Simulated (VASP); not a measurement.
A run of VASP 6.6.1 is set up as follows.

INCAR

```
SYSTEM = Ru
PREC = Accurate ; ENCUT = 520
EDIFF = 1E-6 ; ISMEAR = 0
SIGMA = 0.1 ; LREAL = .FALSE.
LASPH = .TRUE. ; NELM = 80
ALGO = Normal ; ISIF = 2
LWAVE = .FALSE. ; LCHARG = .FALSE.
LDIPOL = .TRUE. ; IDIPOL = 3
DIPOL = 0.5 0.5 0.500 ; GGA = CA
IBRION = 2 ; NSW = 70
EDIFFG = -0.03
```

File KPOINTS:

```
Automatic mesh
0
G
  12 12 1
  0 0 0
```

POSCAR

```
Ru
1.0
    2.6740588489      0.0000000000      0.0000000000
   -1.3370294244      2.3158028943      0.0000000000
    0.0000000000      0.0000000000     20.3401414773
Ru
4
Selective dynamics
Direct
    0.6666666667      0.3333333333      0.3441470654  F F F
    0.3333333333      0.6666666667      0.4480490218  F F F
    0.6666666667      0.3333333333      0.5519509782  T T T
    0.3333333333      0.6666666667      0.6558529346  T T T
```

Potentials or basis: VASP PAW LDA potentials, release 64 (Ru_pv).

Launch:

```console
$ cat potpaw_LDA.64/Ru_pv/POTCAR > POTCAR
$ mpirun -np 1 vasp_std > vasp.out
```

**Question.** Predict the band gap on the k mesh.

**Answer.** Zero (bands 28 and 29 overlap by 2.57 eV).

**Question.** Predict the energy gained by relaxing.

**Answer.** 5.7 meV/atom.

The path:
| step | energy change (eV) | largest force on free atoms (eV/Å) | pressure (GPa) |
| --- | --- | --- | --- |
| 1 | 0.0000 | 0.6783 | -4.97 |
| 2 | -0.0178 | 0.1930 | -4.32 |
| 3 | -0.0178 | 0.1667 | -4.34 |
| 4 | -0.0198 | 0.1342 | -4.19 |
| 5 | -0.0226 | 0.0279 | -3.73 |
